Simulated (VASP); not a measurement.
Write the native input for VASP 6.6.1 that does the following.

| Quantity | Value |
| --- | --- |
| Task | single point |
| Functional | PBE |
| Potentials or basis | VASP PAW PBE potentials, release 64 (B) |
| Cutoff | 520 eV |
| k mesh | 4 × 4 × 4 |
| Occupations | gaussian, width 0.1 eV |
| Spin | no spin polarisation |
| Dipole correction | no |
| Further INCAR settings | ALGO = Normal; EDIFF = 1e-06; NBANDS = 22 |

The structure of B lies in POSCAR:

```
B
1.0
    0.0000000000      4.2872795380      4.2872795380
    4.2872795380      0.0000000000      4.2872795380
    4.2872795380      4.2872795380      0.0000000000
B
8
Direct
    0.7890129168      0.0703290277      0.0703290277
    0.1796709723      0.1796709723      0.1796709723
    0.1796709723      0.1796709723      0.4609870832
    0.1796709723      0.4609870832      0.1796709723
    0.0703290277      0.7890129168      0.0703290277
    0.0703290277      0.0703290277      0.0703290277
    0.0703290277      0.0703290277      0.7890129168
    0.4609870832      0.1796709723      0.1796709723
```

The input as run:

INCAR

```
PREC = Accurate
ENCUT = 520
EDIFF = 1E-6
ISMEAR = 0
SIGMA = 0.1
LREAL = F
LASPH = T
NELM = 100
ALGO = Normal
ISIF = 2
LWAVE = F
LCHARG = F
GGA = PE
NBANDS = 22
```

KPOINTS

```
Automatic mesh
0
Gamma
  4 4 4
```

Potentials or basis: VASP PAW PBE potentials, release 64 (B).

Command:

```console
$ cat potpaw_PBE.64/B/POTCAR > POTCAR
$ mpirun -np 1 vasp_std > vasp.out
```

Results of the run:

```yaml
Pressure: -0.1 GPa
Largest_force: 0.023 eV/Å
Band_gap_on_the_k_mesh: zero (band 12 reaches -1.38 eV, above the bottom of band 13 at -1.47 eV)
```

Run time: 26 s on 1 thread of AMD EPYC 7R13 Processor (Zen 3), on a shared host, peak memory 0.27 GiB.
